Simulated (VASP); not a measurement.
Input of a VASP 6.6.1 run:

INCAR

```
SYSTEM = Mg
PREC = Accurate
ENCUT = 600
EDIFF = 1E-7
ISMEAR = 0
SIGMA = 0.1
LREAL = .FALSE.
LASPH = .TRUE.
NELM = 100
ALGO = Fast
ISIF = 3
LWAVE = .FALSE.
LCHARG = .FALSE.
GGA = PS
IBRION = 2
NSW = 80
EDIFFG = -0.01
```

File KPOINTS:

```
regular mesh
0
G
  18 18 8
  0 0 0
```

The input POSCAR:

```
Mg
1.0
    3.1875764345      0.0000000000      0.0000000000
   -1.5937882173      2.7605221688      0.0000000000
    0.0000000000      0.0000000000      5.1161971804
Mg
2
Direct
    0.3333333333      0.6666666667      0.2500000000
    0.6666666667      0.3333333333      0.7500000000
```

Potentials or basis: VASP PAW PBE potentials, release 64 (Mg).

Launch:

```bash
$ cat potpaw_PBE.64/Mg/POTCAR > POTCAR
$ mpirun -np 1 vasp_std > vasp.out
```

Question: Predict the space group after relaxing (to 0.05 Å).

Answer: P6_3/mmc (No. 194).

Question: Predict the relaxed volume.

Answer: 22.48 Å³/atom.

Question: Predict the relaxed cell.

Answer: a = 3.186 Å, b = 3.186 Å, c = 5.113 Å, α = 90.00°, β = 90.00°, γ = 120.00°.

Final structure:
```
Mg
1.0
     3.18645    0.00000    0.00000
    -1.59323    2.75955    0.00000
     0.00000    0.00000    5.11297
Mg
2
Direct
  0.33333 0.66667 0.25000
  0.66667 0.33333 0.75000
```

Caveat: the PAW data sets were made with another functional, which shifts forces and pressure a little.
